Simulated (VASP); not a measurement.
Wanted: the native input for a VASP 6.6.1 run.

| Quantity | Value |
| --- | --- |
| Task | single point |
| Functional | PBE |
| Potentials or basis | VASP PAW PBE potentials, release 64 (Ti_sv, Al) |
| Cutoff | 520 eV |
| k mesh | 12 × 12 × 12 |
| Occupations | gaussian, width 0.1 eV |
| Spin | no spin polarisation |
| Dipole correction | no |
| Further INCAR settings | ALGO = Fast; EDIFF = 1e-06; NBANDS = 28 |

The structure of Ti3Al (pbe) lies in POSCAR:

```
Ti3Al
1.0
    0.0000000000      3.2217447044      3.2217447044
    3.2217447044      0.0000000000      3.2217447044
    3.2217447044      3.2217447044      0.0000000000
Ti Al
3 1
Direct
    0.7500000000      0.7500000000      0.7500000000
    0.2500000000      0.2500000000      0.2500000000
    0.0000000000      0.0000000000      0.0000000000
    0.5000000000      0.5000000000      0.5000000000
```

The input as run:

INCAR

```
SYSTEM = Ti3Al
PREC = Accurate
ENCUT = 520
EDIFF = 1E-6
ISMEAR = 0
SIGMA = 0.1
LREAL = .FALSE.
LASPH = .TRUE.
NELM = 80
ALGO = Fast
ISIF = 2
LWAVE = .FALSE.
LCHARG = .TRUE.
GGA = PE
LELF = .TRUE.
LVHAR = .TRUE.
NBANDS = 28
```

KPOINTS

```
Automatic mesh
0
G
  12 12 12
  0 0 0
```

Potentials or basis: VASP PAW PBE potentials, release 64 (Ti_sv, Al).

Command:

```sh
$ cat potpaw_PBE.64/Ti_sv/POTCAR potpaw_PBE.64/Al/POTCAR > POTCAR
$ mpirun -np 1 vasp_std > vasp.out
```

Results of the run:

* Pressure: -0.1 GPa

Run time: 3.5 min on 1 thread of Intel(R) Xeon(R) 6975P-C (Granite Rapids), on a shared host, peak memory 0.27 GiB.
